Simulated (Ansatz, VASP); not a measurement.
## SiO2 in VASP and in Ansatz

```
Si O
1.0
    -1.74489    1.74489    4.20308
     1.74489   -1.74489    4.20308
     1.74489    1.74489   -4.20308
Si O
2 4
Direct
  0.75000 0.25000 0.50000
  0.00000 0.00000 0.00000
  0.54095 0.04095 0.50000
  0.79095 0.79095 0.00000
  0.20905 0.20905 0.00000
  0.95905 0.45905 0.50000
```

Alike in both runs: task single point; functional r2SCAN; k mesh 10 × 10 × 10; no spin polarisation.

|  | VASP | Ansatz |
| --- | --- | --- |
| version | VASP 6.6.1 | Ansatz 0.2.0 |
| potentials or method | VASP PAW PBE potentials, release 64 (Si, O) | plane waves, PAW |
| plane-wave cutoff (eV) | 520 | 500 |
| occupations | gaussian, width 0.01 eV | fixed |
| valence electrons in the cell | 32 | 32 |

VASP gave:

- gap on the k mesh at the Fermi level (eV): 7.22
- pressure (GPa): 0.4
- traceless stress, the component that is largest in VASP (GPa): 0.53
- rms of the force components (eV/Å): 0.005

Estimate Ansatz's values.

gap on the k mesh at the Fermi level (eV): 7.22; pressure (GPa): 0.0; traceless stress, the component that is largest in VASP (GPa): 0.00; rms of the force components (eV/Å): 0.000.

VASP's potentials were made for PBE, not for r2SCAN. Atom by atom the forces differ by 0.005 eV/Å (rms over components).
